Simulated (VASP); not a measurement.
Input of a VASP 6.6.1 run:

The input INCAR:

```
SYSTEM = Bi2Se3
  PREC = Accurate
  ENCUT = 520
  EDIFF = 1E-7
  ISMEAR = -1
  SIGMA = 0.02
  LREAL = .FALSE.
  LASPH = .TRUE.
  NELM = 100
  ALGO = Normal
  ISIF = 2
  LWAVE = .FALSE.
  LCHARG = .TRUE.
  GGA = PE
  LELF = .TRUE.
  LVHAR = .TRUE.
  NBANDS = 32
```

The input KPOINTS:

```
Automatic mesh
0
G
  8 8 8
  0 0 0
```

The input POSCAR:

```
Bi2Se3
1.0
    2.1747427475      1.2555883107      9.1893298377
   -2.1747427475      1.2555883107      9.1893298377
    0.0000000000     -2.5111766214      9.1893298377
Bi Se
2 3
Direct
    0.4003711628      0.4003711628      0.4003711628
    0.5996288372      0.5996288372      0.5996288372
    0.2136627272      0.2136627272      0.2136627272
    0.7863372728      0.7863372728      0.7863372728
    0.0000000000      0.0000000000      0.0000000000
```

Potentials or basis: VASP PAW PBE potentials, release 64 (Bi_d, Se).

Command:

```sh
$ cat potpaw_PBE.64/Bi_d/POTCAR potpaw_PBE.64/Se/POTCAR > POTCAR
$ mpirun -np 1 vasp_std > vasp.out
```

Task: Estimate the pressure.

Result: -0.5 GPa.

Task: Estimate the largest force.

Result: 0.149 eV/Å.

Forces in eV/Å, atoms in the order of the input:
```
Bi   0.000  0.000 -0.074
Bi   0.000  0.000  0.074
Se   0.000  0.000 -0.149
Se   0.000  0.000  0.149
Se   0.000  0.000  0.000
```

Caveat: the cell differs from its parent crystal (epitaxial xy strain +5.0%).
